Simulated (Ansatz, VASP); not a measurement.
**One calculation of Ta, two programs**

File INCAR:

```
SYSTEM = Ta
ALGO = Normal ; EDIFF = 1E-6
ENCUT = 520 ; GGA = PE
ISIF = 2 ; ISMEAR = -1
LASPH = .TRUE. ; LCHARG = .TRUE.
LELF = .TRUE. ; LREAL = .FALSE.
LVHAR = .TRUE. ; LWAVE = .FALSE.
NBANDS = 18 ; NELM = 60
PREC = Accurate ; SIGMA = 0.1
```

Contents of KPOINTS:

```
k-points
0
G
  17 17 17
  0 0 0
```

The input POSCAR:

```
Ta
1.0
   -2.4844010995      2.4844010995      1.3394400204
    2.4844010995     -2.4844010995      1.3394400204
    2.4844010995      2.4844010995     -1.3394400204
Ta
2
Direct
   -0.3750000000     -0.1250000000     -0.2500000000
    0.3750000000      0.1250000000      0.2500000000
```

Input for Ansatz:

```yaml
crystal:
  lattice:
    - [-2.4844010995, 2.4844010995, 1.3394400204]
    - [2.4844010995, -2.4844010995, 1.3394400204]
    - [2.4844010995, 2.4844010995, -1.3394400204]
  atoms:
    - { symbol: Ta, position: [-0.375, -0.125, -0.25] }
    - { symbol: Ta, position: [0.375, 0.125, 0.25] }
kpoints:
  mp_grid: { grid: [17, 17, 17] }
scf:
  occupations: { method: fermi_dirac, width: 0.1 }
hamiltonian:
  xc: pbe
  pseudopotentials: { kind: paw }
output:
  forces: true
  stress: true
  eigenvalues: true
  populations: true
  write_density: true
  write_potential: true
  elf: true
  volumetric_format: npy
```

Change from the starting cell: volume scaled by 0.84, PAW files.

Alike in both runs: task single point; functional PBE; k mesh 17 × 17 × 17; occupations fermi-dirac, width 0.1 eV; no spin polarisation.

```csv
,VASP,Ansatz
version,VASP 6.6.1,Ansatz 0.2.0
potentials or method,"VASP PAW PBE potentials, release 64 (Ta_pv)","PAW with Ansatz's default frozen-core files, scalar-relativistic"
plane-wave cutoff (eV),520,420
valence electrons in the cell,22,26
```

|  | VASP | Ansatz | Ansatz less VASP |
| --- | --- | --- | --- |
| pressure (GPa) | 39.0 | 38.4 | -0.58 |
| traceless stress, the component that is largest in VASP (GPa) | -0.11 | -0.01 | +0.095 |

Both programs put the cell under a high pressure, so it lies far from rest at this level. VASP's potentials hold 22 valence electrons a cell and Ansatz's 26, so a difference there can come from the potentials and not from the codes.

Spin-orbit coupling is off throughout.
